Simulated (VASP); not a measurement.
Runs of VASP 6.6.1 on GaP. The structure is that of space group I-4m2 (No. 119), or close to it. The cells are those of the table. 

```csv
cell,gap on the mesh (eV),pressure (GPa)
"a = 3.938, b = 3.938, c = 4.162 Å, angles 58.1, 58.1, 63.8°, 2 atoms",0.43,-8.0
"a = 3.784, b = 3.784, c = 4.008 Å, angles 58.0, 58.0, 64.0°, 2 atoms",0.41,(c)
"a = 3.857, b = 3.857, c = 3.700 Å, angles 61.3, 61.3, 57.3°, 2 atoms",1.05,(b)
"a = 3.703, b = 3.703, c = 3.546 Å, angles 61.4, 61.4, 57.2°, 2 atoms",0.71,18.8
"a = 3.703, b = 3.703, c = 3.854 Å, angles 58.6, 58.6, 62.7°, 2 atoms",0.57,(a)
"a = 3.857, b = 3.857, c = 4.008 Å, angles 58.7, 58.7, 62.6°, 2 atoms",0.85,-3.6
"a = 3.778, b = 3.778, c = 3.854 Å, angles 59.3, 59.3, 61.3°, 2 atoms",1.06,3.0
"a = 4.086, b = 4.086, c = 4.162 Å, angles 59.4, 59.4, 61.2°, 2 atoms",0.13,-10.8
```

Alike in all rows: task single point; level PBEsol; potentials or basis VASP PAW PBE potentials, release 64 (Ga_d, P); no spin polarisation; k mesh 8 × 8 × 8; cutoff (eV) 520; smearing gaussian 0.05 eV.

Task: Estimate the missing entries.

Result: (a) 7.4; (b) 3.1; (c) -0.6.

Caveats: the PAW data sets were made with another functional, which shifts forces and pressure a little; semilocal functionals underestimate gaps, and a narrow one can read as zero (at least some runs); the stress differs along the axes, from -10 to -3 GPa (at least some runs); the stress differs along the axes, from -3 to 4 GPa (at least some runs); the stress differs along the axes, from -2 to 5 GPa (at least some runs); the stress differs along the axes, from 14 to 21 GPa (at least some runs); the stress differs along the axes, from 6 to 11 GPa (at least some runs).

A k mesh can miss the band edges, and the runs leave out spin-orbit coupling on Ga.
